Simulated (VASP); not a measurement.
## Ir: single point with RPBE

Ir:

```
CELL_PARAMETERS angstrom
0.00000 1.91560 1.91560
1.91560 0.00000 1.91560
1.91560 1.91560 0.00000
ATOMIC_POSITIONS crystal
Ir 0.00000 0.00000 0.00000
```

```json
{
 "Program": "VASP 6.6.1",
 "Task": "single point",
 "Functional": "RPBE",
 "Potentials or basis": "VASP PAW PBE potentials, release 64 (Ir)",
 "Cutoff": "520 eV",
 "k mesh": "12 × 12 × 12",
 "Occupations": "fermi-dirac, width 0.05 eV",
 "Spin": "no spin polarisation"
}
```

The pressure is 15.9 GPa.

Levels at points of the mesh, in eV from the Fermi level:
| k point | band 2 | band 3 | band 4 | band 5 | band 6 | band 7 |
| --- | --- | --- | --- | --- | --- | --- |
| (0.00, 0.00, 0.00) | -3.95 | -3.95 | -3.95 | -1.25 | -1.25 | 14.26 |
| (0.50, 0.00, 0.00) | -4.06 | -4.06 | -0.80 | 0.87 | 0.87 | 7.32 |
| (0.50, 0.50, 0.00) | -7.43 | 0.83 | 1.46 | 1.46 | 1.68 | 10.60 |

Run time: 9.4 s on 1 thread of AMD EPYC 9R14 (Zen 4), with other jobs on the host, peak memory 0.1 GiB.

Caveat: the PAW data sets were made with another functional, which shifts forces and pressure a little; spin-orbit coupling is left out, which moves the levels of the heavy elements.
